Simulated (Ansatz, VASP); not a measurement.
## One calculation of Re, two programs

```
CELL_PARAMETERS angstrom
0.00000 2.79694 2.79694
2.79694 0.00000 2.79694
2.79694 2.79694 0.00000
ATOMIC_POSITIONS crystal
Re 0.00000 0.00000 0.00000
Re 0.25000 0.25000 0.25000
```

Alike in both runs: functional PBEsol; k mesh 18 × 18 × 18; occupations gaussian, width 0.1 eV; no spin polarisation.

Ansatz relaxed the structure, and its values are those at the end. VASP's run is a single point on that final structure, the one shown.

|  | VASP | Ansatz |
| --- | --- | --- |
| version | VASP 6.6.1 | Ansatz 0.2.0 |
| potentials or method | VASP PAW PBE potentials, release 64 (Re), cutoff 520 eV | scalar-relativistic, plane waves, PAW |
| valence electrons in the cell | 14 | 30 |

```tsv
	VASP	Ansatz	Ansatz less VASP
gap on the k mesh at the Fermi level (eV)	none	none	-
pressure (GPa)	-1.7	0.0	+1.73
```

VASP's potentials were made for PBE, not for PBEsol. A gap of «none» marks a metal or a gap that the smearing closes. The functional is the same, so the differences come from potentials, cutoffs and numerics. VASP's potentials hold 14 valence electrons a cell and Ansatz's 30, so a difference there can come from the potentials and not from the codes.

Spin-orbit coupling is off throughout.
